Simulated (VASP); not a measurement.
FeO, 4 atoms in the cell. The structure is cubic, space group F-43m (No. 216). The conventional cell has a = 4.747 Å, b = 4.747 Å, c = 4.747 Å, α = 90.00°, β = 90.00°, γ = 90.00°. Fe (site symmetry -43m) has 4 O at 2.06 Å within 2.7 Å. Within 2.7 Å of O (site symmetry -43m) lie 4 Fe at 2.06 Å. 

- Program: VASP 6.6.1
- Task: single point
- Functional: PBE
- Potentials or basis: VASP PAW PBE potentials, release 64 (Fe, O)
- Cutoff: 520 eV
- k mesh: 10 × 10 × 5
- Occupations: gaussian, width 0.05 eV
- Spin: collinear spin, antiferromagnetic start
- Starting moments: [4.0, -4.0, 0.0, 0.0] μB
- Hubbard terms: Fe d U = 4.0 eV
- Dipole correction: no
- Further INCAR settings: ALGO = Normal; EDIFF = 1e-06; NBANDS = 26

Potentials or basis: VASP PAW PBE potentials, release 64 (Fe, O).

Launch:

```bash
$ cat potpaw_PBE.64/Fe/POTCAR potpaw_PBE.64/O/POTCAR > POTCAR
$ mpirun -np 1 vasp_std > vasp.out
```

Hardware: 1 thread of AMD EPYC 9R45 96-Core Processor (Zen 5) (shared host).

Task: Estimate the wall time of this run.

Result: It took 2.6 min on 1 thread of AMD EPYC 9R45 96-Core Processor (Zen 5), with other jobs on the host, peak memory 0.26 GiB. Counts: scf iterations 19, k points 58.
